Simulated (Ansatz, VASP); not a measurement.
## SiC in VASP and in Ansatz

INCAR

```
  PREC = Accurate
  ENCUT = 600
  EDIFF = 1E-6
  ISMEAR = 0
  SIGMA = 0.02
  LREAL = F
  LASPH = T
  NELM = 120
  ALGO = Normal
  ISIF = 2
  LWAVE = F
  LCHARG = T
  GGA = PE
  LELF = T
  LVHAR = T
  NBANDS = 11
  GGA_COMPAT = F
```

KPOINTS

```
Automatic mesh
0
Gamma
  8 8 8
```

POSCAR

```
SiC
1.0
    0.0000000000      2.1893000000      2.1893000000
    2.1893000000      0.0000000000      2.1893000000
    2.1893000000      2.1893000000      0.0000000000
Si C
1 1
Direct
    0.0000000000      0.0000000000      0.0000000000
    0.2500000000      0.2500000000      0.2500000000
```

Input for Ansatz:

```yaml
crystal:
  lattice:
    - [0.0, 2.1893, 2.1893]
    - [2.1893, 0.0, 2.1893]
    - [2.1893, 2.1893, 0.0]
  atoms:
    - { symbol: Si, position: [0.0, 0.0, 0.0] }
    - { symbol: C, position: [0.25, 0.25, 0.25] }
basis:
  ecutwfc: 420
kpoints:
  mp_grid: { grid: [8, 8, 8] }
hamiltonian:
  xc: pbe
scf:
  occupations: { method: gaussian, width: 0.02 }
output:
  forces: true
  stress: true
  eigenvalues: true
```

Alike in both runs: task single point; functional PBE; k mesh 8 × 8 × 8; occupations gaussian, width 0.02 eV; no spin polarisation.

|  | VASP | Ansatz |
| --- | --- | --- |
| version | VASP 6.6.1 | Ansatz 0.2.0 |
| potentials or method | VASP PAW PBE potentials, release 64 (Si, C), cutoff 600 eV | scalar-relativistic, plane waves, PAW |
| valence electrons in the cell | 8 | 8 |

```tsv
	VASP	Ansatz	Ansatz less VASP
gap on the k mesh at the Fermi level (eV)	1.37	1.37	+0.002
least direct gap on the mesh (eV)	4.53	4.53	+0.003
pressure (GPa)	0.0	0.2	+0.18
```

With one functional, cell and mesh, what is left measures potentials, basis and numerics.
